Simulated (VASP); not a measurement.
# NiO (series) (Fm-3m) in VASP: notebook

NiO (series) is run at these levels: PBE; tasks: single point.

Program: VASP 6.6.1. These are calculated values, not measurements. Logs are shortened: lines on timing, memory, paths and dates and some standing lists are left out, and cuts for length are marked.

## Step 1: The cell of the first run

Symmetry: Fm-3m, No. 225, cubic system. The conventional cell has a = 4.172 Å, b = 4.172 Å, c = 4.172 Å, α = 90.00°, β = 90.00°, γ = 90.00°. Within 2.8 Å of Ni (site symmetry m-3m) lie 6 O at 2.09 Å. Within 2.8 Å of O (site symmetry m-3m) lie 6 Ni at 2.09 Å.

## Step 2: Single point, PBE, collinear spin, antiferromagnetic start

Contents of INCAR:

```
ALGO = Normal
EDIFF = 1E-6
ENCUT = 600
GGA = PE
GGA_COMPAT = F
ISIF = 2
ISMEAR = 0
ISPIN = 2
LASPH = T
LCHARG = T
LELF = T
LMAXMIX = 4
LORBIT = 11
LREAL = F
LVHAR = T
LWAVE = F
MAGMOM = 1.47 -1.47 0 0
NBANDS = 28
NELM = 200
PREC = Accurate
SIGMA = 0.1
```

Contents of KPOINTS:

```
k-points
0
Gamma
  12 12 8
```

Contents of POSCAR:

```
NiO
1.0
    0.0000000000      2.0859016410     -2.0859016410
    0.0000000000      2.0859016410      2.0859016410
    4.1718032830      0.0000000000      0.0000000000
Ni O
2 2
Direct
    0.0000000000      0.0000000000      0.0000000000
    0.5000000000      0.5000000000      0.5000000000
    0.0000000000      1.0000000000      0.5000000000
    0.5000000000      1.5000000000      1.0000000000
```

Potentials or basis: VASP PAW PBE potentials, release 64 (Ni, O).

Run with:

```bash
$ cat potpaw_PBE.64/Ni/POTCAR potpaw_PBE.64/O/POTCAR > POTCAR
$ mpirun -np 1 vasp_std > vasp.out
```

OUTCAR:

```text
EDIFF = 1E-6
   ENCUT = 600
   GGA = PE
   ISIF = 2
   ISMEAR = 0
   ISPIN = 2
   LASPH = T
   LORBIT = 11
   LREAL = F
   NELM = 200
   PREC = Accurate

 ion  position               nearest neighbor table
   1  0.000  0.000  0.000-   4 2.09   4 2.09   4 2.09   4 2.09   3 2.09   3 2.09   2 2.95   2 2.95
                             2 2.95   2 2.95   2 2.95   2 2.95   2 2.95   2 2.95
   2  0.500  0.500  0.500-   3 2.09   3 2.09   3 2.09   3 2.09   4 2.09   4 2.09   1 2.95   1 2.95
                             1 2.95   1 2.95   1 2.95   1 2.95   1 2.95   1 2.95
   3  0.000  0.000  0.500-   2 2.09   2 2.09   2 2.09   2 2.09   1 2.09   1 2.09
   4  0.500  0.500  0.000-   1 2.09   1 2.09   1 2.09   1 2.09   2 2.09   2 2.09

  LATTYP: Found a simple tetragonal cell.
 ALAT       =     2.9499103905
 C/A-ratio  =     1.4142135627

  Lattice vectors:

 A1 = (   0.0000000000,   2.0859016410,  -2.0859016410)
 A2 = (   0.0000000000,   2.0859016410,   2.0859016410)
 A3 = (   4.1718032830,   0.0000000000,   0.0000000000)

Analysis of symmetry for initial positions (statically):
=====================================================================
 Subroutine PRICEL returns following result:

  LATTYP: Found a face centered cubic cell.
 ALAT       =     4.1718032825
[... 12 lines left out ...]
 Subroutine GETGRP returns: Found 16 space group operations
 (whereof 16 operations were pure point group operations)
 out of a pool of 16 trial point group operations.

The static configuration has the point symmetry D_4h.

Analysis of symmetry for dynamics (positions and initial velocities):
=====================================================================
 Subroutine PRICEL returns following result:

  LATTYP: Found a face centered cubic cell.
 ALAT       =     4.1718032825
[... 12 lines left out ...]
 Subroutine GETGRP returns: Found 16 space group operations
 (whereof 16 operations were pure point group operations)
 out of a pool of 16 trial point group operations.

The dynamic configuration has the point symmetry D_4h.

Analysis of structural, dynamic, and magnetic symmetry:
=====================================================================
 Subroutine PRICEL returns following result:

  LATTYP: Found a face centered cubic cell.
 ALAT       =     4.1718032825
[... 12 lines left out ...]
 Subroutine GETGRP returns: Found 16 space group operations
 (whereof 16 operations were pure point group operations)
 out of a pool of 16 trial point group operations.

The overall configuration has the point symmetry D_4h.

 Subroutine INISYM returns: Found 16 space group operations
 (whereof 16 operations are pure point group operations),
 and found     2 'primitive' translations

----------------------------------------------------------------------------------------

                                     Primitive cell

  volume of cell :      18.1515

  direct lattice vectors                    reciprocal lattice vectors
    -2.085901642 -2.085901641  0.000000000    -0.239704495 -0.239704495  0.239704495
    -2.085901641  0.000000000 -2.085901641    -0.239704495  0.239704495 -0.239704495
    -0.000000000 -2.085901641 -2.085901641     0.239704495 -0.239704495 -0.239704495

  length of vectors
     2.949910391  2.949910391  2.949910390     0.415180365  0.415180365  0.415180365

  position of ions in fractional coordinates (direct lattice)
     0.000000000  0.000000000  0.000000000
     0.500000000  0.500000000  0.500000000

  ion indices of the primitive-cell ions
   primitive index   ion index
                 1           1
                 2           3

----------------------------------------------------------------------------------------

 KPOINTS: k-points

Automatic generation of k-mesh.
 Grid dimensions read from file:
 generate k-points for:   12   12    8

 Generating k-lattice:

  Cartesian coordinates                     Fractional coordinates (reciprocal lattice)
     0.000000000  0.019975375 -0.019975375     0.083333333  0.000000000  0.000000000
     0.000000000  0.019975375  0.019975375     0.000000000  0.083333333  0.000000000
     0.029963062  0.000000000  0.000000000     0.000000000  0.000000000  0.125000000

  Length of vectors
     0.028249446  0.028249446  0.029963062

  Shift w.r.t. Gamma in fractional coordinates (k-lattice)
     0.000000000  0.000000000  0.000000000

 Subroutine IBZKPT returns following result:
 ===========================================

 Found    140 irreducible k-points:

 Following reciprocal coordinates:
            Coordinates               Weight
  0.000000  0.000000  0.000000      1.000000
  0.083333  0.000000  0.000000      4.000000
  0.166667  0.000000  0.000000      4.000000
  0.250000  0.000000  0.000000      4.000000
  0.333333  0.000000  0.000000      4.000000
  0.416667  0.000000  0.000000      4.000000
[... 16 lines left out ...]
  0.333333  0.333333  0.000000      4.000000
  0.416667  0.333333  0.000000      8.000000
 [... further k-points ...]
   k-points           NKPTS =    140   k-points in BZ     NKDIM =    140   number of bands    NBANDS=     28
   number of dos      NEDOS =    301   number of ions     NIONS =      4
   total plane-waves  NPLWV =  20736
   dimension x,y,z NGX =    24 NGY =   24 NGZ =   36
   dimension x,y,z NGXF=    48 NGYF=   48 NGZF=   72
   ions per type =               2   2
   NGX,Y,Z   is equivalent  to a cutoff of  13.53, 13.53, 14.35 a.u.
   NGXF,Y,Z  is equivalent  to a cutoff of  27.05, 27.05, 28.69 a.u.
 SYSTEM =  unknown system
   PREC   = accura    normal or accurate (medium, high low for compatibility)
   ISTART =      0    job   : 0-new  1-cont  2-samecut
   ICHARG =      2    charge: 1-file 2-atom 10-const
   ISPIN  =      2    spin polarized calculation?
   LNONCOLLINEAR =      F non collinear calculations
   LSORBIT =      F    spin-orbit coupling
   LASPH  =      T    aspherical Exc in radial PAW
   ENCUT  =  600.0 eV  44.10 Ry    6.64 a.u.   5.89  5.89  8.33*2*pi/ulx,y,z
   NELM   =    200;   NELMIN=  2; NELMDL= -5     # of ELM steps
   EDIFF  = 0.1E-05   stopping-criterion for ELM
   LREAL  =      F    real-space projection
   EDIFFG = 0.1E-04   stopping-criterion for IOM
   NSW    =      0    number of steps for IOM
   IBRION =     -1    ionic relax: 0-MD 1-quasi-New 2-CG
   NFREE  =      0    steps in history (QN), initial steepest desc. (CG)
   ISIF   =      2    stress and relaxation
   ISYM   =      2    0-nonsym 1-usesym 2-fastsym
   POTIM  = 0.5000    time-step for ionic-motion
   TEBEG  =    0.0;   TEEND  =   0.0 temperature during run
   PSTRESS=    0.0 pullay stress
   NELECT =      32.0000    total number of electrons
   NUPDOWN=      -1.0000    fix difference up-down
   EMIN   =  10.00;   EMAX   =-10.00  energy-range for DOS
   EFERMI =   0.00;   METHOD = LEGACY
   ISMEAR =     0;   SIGMA  =   0.10  broadening in eV -4-tet -1-fermi 0-gaus
   EFERMI_NEDOS =   21; number of points for ismear=-14 and -15
   IALGO  =     38    algorithm
   IMIX   =      4    mixing-type and parameters
     AMIX     =   0.40;   BMIX     =  1.00
     AMIX_MAG =   1.60;   BMIX_MAG =  1.00
  volume/ion in A,a.u.               =       9.08        61.25
  Fermi-wavevector in a.u.,A,eV,Ry     =   1.569680  2.966264 33.523312  2.463894
  Thomas-Fermi vector in A             =   2.671526
   LORBIT       =     11    0 simple, 1 ext, 2 COOP (PROOUT), +10 PAW based schemes
   GGA     = PE    functional components
   LHFCALC =     F    Hartree Fock is set to
   AEXX    =    0.0000 exact exchange contribution
   IVDW    =     0    specifies the selected vdW correction
   LEPSILON=     F    determine dielectric tensor
   LRPA    =     F    only Hartree local field effects (RPA)
 spin polarized calculation
 Gauss-broadening in eV      SIGMA  =   0.10
  energy-cutoff  :      600.00
  volume of cell :       36.30
 maximum number of plane-waves:      1240
 NGX is ok and might be reduce to    24
   NGX = 11   NGY = 11   NGZ = 17

 number of electron      31.9999991 magnetization      -0.0000000

 number of electron      31.9999991 magnetization       0.0000000

 Free energy of the ion-electron system (eV)
  ---------------------------------------------------
  ext. energy  EPLUGINS =         0.00000000
  ---------------------------------------------------
  free energy    TOTEN  =       -22.87481683 eV

  energy without entropy =      -22.85644639  energy(sigma->0) =      -22.86563161

 E-fermi :   8.0218     XC(G=0): -12.7001

 val. band max:        8.0143311177   @ k =   0.4167   0.1667   0.3750
 cond. band min:       8.0221244153   @ k =   0.5000   0.0833   0.1250
 fundamental gap:      0.0077932976
 Fermi energy:         8.0217895561

 spin component 1

 k-point     1 :       0.0000    0.0000    0.0000
  band No.  band energies     occupation
      1     -12.2685      1.00000
      2     -10.7901      1.00000
      3       1.1579      1.00000
      4       3.8162      1.00000
      5       3.8162      1.00000
      6       4.6661      1.00000
[... 733 lines left out ...]
     27      24.8465      0.00000
     28      26.5302      0.00000

 [... further k-points ...]

 spin component 2

 k-point     1 :       0.0000    0.0000    0.0000
  band No.  band energies     occupation
      1     -12.2685      1.00000
      2     -10.7901      1.00000
      3       1.1579      1.00000
      4       3.8162      1.00000
      5       3.8162      1.00000
      6       4.6661      1.00000
[... 733 lines left out ...]
     27      24.8465      0.00000
     28      26.5302      0.00000

 [... further k-points ...]

------------------------ aborting loop because EDIFF is reached ----------------------------------------

  FORCE on cell =-STRESS in cart. coord.  units (eV):
  Direction    XX          YY          ZZ          XY          YZ          ZX
  --------------------------------------------------------------------------------------
  -------------------------------------------------------------------------------------
  Total        1.2450536      1.1342300      1.1342300      0.0000000      0.0000000      0.0000000
  in kB       54.9486667     50.0576266     50.0576266      0.0000000      0.0000000      0.0000000
  external PRESSURE =      51.6879733 kB  Pullay stress =       0.0000000 kB

 VOLUME and BASIS-vectors are now :
 -----------------------------------------------------------------------------
  energy-cutoff  :      600.00
  volume of cell :       36.30
      direct lattice vectors                 reciprocal lattice vectors
     0.000000000  2.085901641 -2.085901641     0.000000000  0.239704495 -0.239704495
     0.000000000  2.085901641  2.085901641     0.000000000  0.239704495  0.239704495
     4.171803283  0.000000000  0.000000000     0.239704495  0.000000000  0.000000000

 POSITION                                       TOTAL-FORCE (eV/Angst)
 -----------------------------------------------------------------------------------
      0.00000      0.00000      0.00000        -0.000000      0.000000     -0.000000
      2.08590      2.08590      0.00000        -0.000000      0.000000     -0.000000
      2.08590      0.00000      0.00000        -0.000000      0.000000      0.000000
      0.00000      2.08590      0.00000         0.000000     -0.000000     -0.000000
 -----------------------------------------------------------------------------------
    total drift:                               -0.000000     -0.000000     -0.000000

  FREE ENERGIE OF THE ION-ELECTRON SYSTEM (eV)
  ---------------------------------------------------
  free  energy   TOTEN  =       -22.8748168308 eV

  energy  without entropy=      -22.8564463857  energy(sigma->0) =      -22.86563161

 total charge

# of ion       s       p       d       tot
------------------------------------------
    1        0.333   0.407   8.257   8.996
    2        0.333   0.407   8.257   8.996
    3        1.556   3.421   0.000   4.977
    4        1.556   3.421   0.000   4.977
--------------------------------------------------
tot          3.777   7.655  16.514  27.946

 magnetization (x)

# of ion       s       p       d       tot
------------------------------------------
    1        0.016   0.019   1.320   1.355
    2       -0.016  -0.019  -1.320  -1.355
    3       -0.009  -0.072   0.000  -0.081
    4        0.009   0.072   0.000   0.081
--------------------------------------------------
tot          0.000   0.000   0.000   0.000
```

Wall time 7.4 min (1 thread of AMD EPYC 7R13, shared host); peak memory 0.32 GiB.

What came out:

```
Free energy                                           : -22.8748 eV
Pressure                                              : 5.2 GPa
Band gap on the k mesh                                : zero (filled and empty bands overlap)
Net moment                                            : 0.00 μB per cell
Site moments                                          : Ni +1.35, -1.35; O -0.08, +0.08 μB
Valence electrons inside the program's atomic spheres : Ni 9.00; O 4.98
```

Stress tensor (GPa, compression positive):
```
5.49 0.00 0.00
0.00 5.01 0.00
0.00 0.00 5.01
```

Levels at points of the mesh, in eV from the Fermi level:
Spin up:
```tsv
k point	band 12	band 13	band 14	band 15	band 16	band 17	band 18	band 19	band 20	band 21
(0.00, 0.00, 0.00)	-2.43	-2.43	-2.19	-1.12	-1.12	-0.51	-0.18	1.64	6.31	10.67
(0.50, 0.00, 0.00)	-1.41	-1.33	-0.92	-0.80	0.13	0.18	2.00	7.07	7.20	10.98
(0.50, 0.50, 0.00)	-2.38	-1.67	-1.19	-1.19	-0.83	-0.16	0.11	6.12	6.49	10.67
(0.00, 0.00, 0.50)	-1.56	-1.49	-1.49	-0.88	-0.88	-0.53	0.39	5.41	5.75	13.21
(0.50, 0.00, 0.50)	-1.26	-0.86	-0.83	0.38	0.38	2.02	2.04	5.58	5.64	10.01
(0.50, 0.50, 0.50)	-1.67	-1.22	-1.22	-1.20	-0.83	0.09	0.83	8.48	8.89	10.71
```
Spin down:
| k point | band 12 | band 13 | band 14 | band 15 | band 16 | band 17 | band 18 | band 19 | band 20 | band 21 |
| --- | --- | --- | --- | --- | --- | --- | --- | --- | --- | --- |
| (0.00, 0.00, 0.00) | -2.43 | -2.43 | -2.19 | -1.12 | -1.12 | -0.51 | -0.18 | 1.64 | 6.31 | 10.67 |
| (0.50, 0.00, 0.00) | -1.41 | -1.33 | -0.92 | -0.80 | 0.13 | 0.18 | 2.00 | 7.07 | 7.20 | 10.98 |
| (0.50, 0.50, 0.00) | -2.38 | -1.67 | -1.19 | -1.19 | -0.83 | -0.16 | 0.11 | 6.12 | 6.49 | 10.67 |
| (0.00, 0.00, 0.50) | -1.56 | -1.49 | -1.49 | -0.88 | -0.88 | -0.53 | 0.39 | 5.41 | 5.75 | 13.21 |
| (0.50, 0.00, 0.50) | -1.26 | -0.86 | -0.83 | 0.38 | 0.38 | 2.02 | 2.04 | 5.58 | 5.64 | 10.01 |
| (0.50, 0.50, 0.50) | -1.67 | -1.22 | -1.22 | -1.20 | -0.83 | 0.09 | 0.83 | 8.48 | 8.89 | 10.71 |

Caveat: semilocal functionals often make such compounds metallic where correlation or magnetic order opens a gap, which also shifts bond lengths. With open d or f shells a metallic result of PBE can be an artefact of self-interaction; +U or a hybrid may open a gap.

(Part 1 of 2 ends here.)
